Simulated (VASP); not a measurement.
Set up this calculation in VASP 6.6.1, as the native input.

* Task: single point
* Functional: PBE
* Potentials or basis: VASP PAW PBE potentials, release 64 (K_sv, F)
* Cutoff: 520 eV
* k mesh: 14 × 14 × 14
* Occupations: fermi-dirac, width 0.05 eV
* Spin: no spin polarisation
* Dipole correction: no
* Further INCAR settings: ALGO = Normal; EDIFF = 1e-07; NBANDS = 15; ISYM = 0

The structure of KF (CsCl type) lies in POSCAR:

```
KF
1.0
    2.4595919960      0.0000000000      0.0000000000
    0.0000000000      2.4595919960      0.0000000000
    0.0000000000      0.0000000000      2.4595919960
K F
1 1
Direct
    0.0000000000      0.0000000000      0.0000000000
    0.5000000000      0.5000000000      0.5000000000
```

These files were run (other wordings do the same):

INCAR

```
SYSTEM = KF
PREC     = Accurate       ! precision mode
ENCUT    = 520            ! plane-wave cutoff, eV
EDIFF    = 1E-7           ! SCF threshold, eV
ISMEAR   = -1             ! smearing method
SIGMA    = 0.05           ! smearing width, eV
LREAL    = .False.        ! projectors in reciprocal space
LASPH    = .True.         ! aspherical terms in the spheres
NELM     = 100            ! most SCF steps
ALGO     = Normal         ! electronic algorithm
ISIF     = 2              ! what is computed and relaxed
LWAVE    = .False.        ! write WAVECAR
LCHARG   = .False.        ! write CHGCAR
GGA      = PE             ! functional
NBANDS   = 15             ! bands
ISYM     = 0
```

KPOINTS

```
Automatic mesh
0
Gamma
  14 14 14
  0 0 0
```

Potentials or basis: VASP PAW PBE potentials, release 64 (K_sv, F).

The run is started by

```console
$ cat potpaw_PBE.64/K_sv/POTCAR potpaw_PBE.64/F/POTCAR > POTCAR
$ mpirun -np 1 vasp_std > vasp.out
```

It gave:

* Pressure: 225.3 GPa
* Band gap on the k mesh: 6.86 eV, direct

Run time: 6.1 min on 1 thread of Oxide Virtual Turin-like Processor, on a shared host, peak memory 0.35 GiB.
